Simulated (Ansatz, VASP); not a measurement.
One calculation of AlRu, two programs

INCAR

```
PREC = Accurate ; ENCUT = 500
EDIFF = 1E-6 ; ISMEAR = 0
SIGMA = 0.1 ; LREAL = False
LASPH = True ; NELM = 120
ALGO = Normal ; ISIF = 2
LWAVE = False ; LCHARG = True
GGA = PE ; IVDW = 12
LELF = True ; LVHAR = True
NBANDS = 16 ; GGA_COMPAT = False
```

The input KPOINTS:

```
Automatic mesh
0
Gamma
  6 6 6
```

The input POSCAR:

```
AlRu
1.0
    2.9700000000      0.0000000000      0.0000000000
    0.0000000000      2.9700000000      0.0000000000
    0.0000000000      0.0000000000      2.9700000000
Ru Al
1 1
Direct
    0.0000000000      0.0000000000      0.0000000000
    0.5000000000      0.5000000000      0.5000000000
```

Input for Ansatz:

```yaml
crystal:
  lattice:
    - [2.97, 0.0, 0.0]
    - [0.0, 2.97, 0.0]
    - [0.0, 0.0, 2.97]
  atoms:
    - { symbol: Ru, position: [0.0, 0.0, 0.0] }
    - { symbol: Al, position: [0.5, 0.5, 0.5] }
basis:
  ecutwfc: 420
kpoints:
  mp_grid: { grid: [6, 6, 6] }
hamiltonian:
  xc: pbe
  dispersion: d3bj
  pseudopotentials: { kind: paw, azcp: { folder: soft_1 } }
scf:
  occupations: { method: gaussian, width: 0.1 }
output:
  forces: true
  stress: true
  eigenvalues: true
```

Alike in both runs: task single point; functional PBE; dispersion D3(BJ); k mesh 6 × 6 × 6; occupations gaussian, width 0.1 eV; no spin polarisation.

|  | VASP | Ansatz |
| --- | --- | --- |
| version | VASP 6.6.1 | Ansatz 0.2.0 |
| potentials or method | VASP PAW PBE potentials, release 64 (Ru_pv, Al), cutoff 500 eV | scalar-relativistic, plane waves, PAW |
| valence electrons in the cell | 17 | 19 |

Ansatz gave:

- gap on the k mesh at the Fermi level (eV): none
- pressure (GPa): 0.6

Which values does VASP return?

gap on the k mesh at the Fermi level (eV): none; pressure (GPa): 0.7.

A gap of «none» marks a metal or a gap that the smearing closes. VASP's potentials hold 17 valence electrons a cell and Ansatz's 19, so a difference there can come from the potentials and not from the codes.
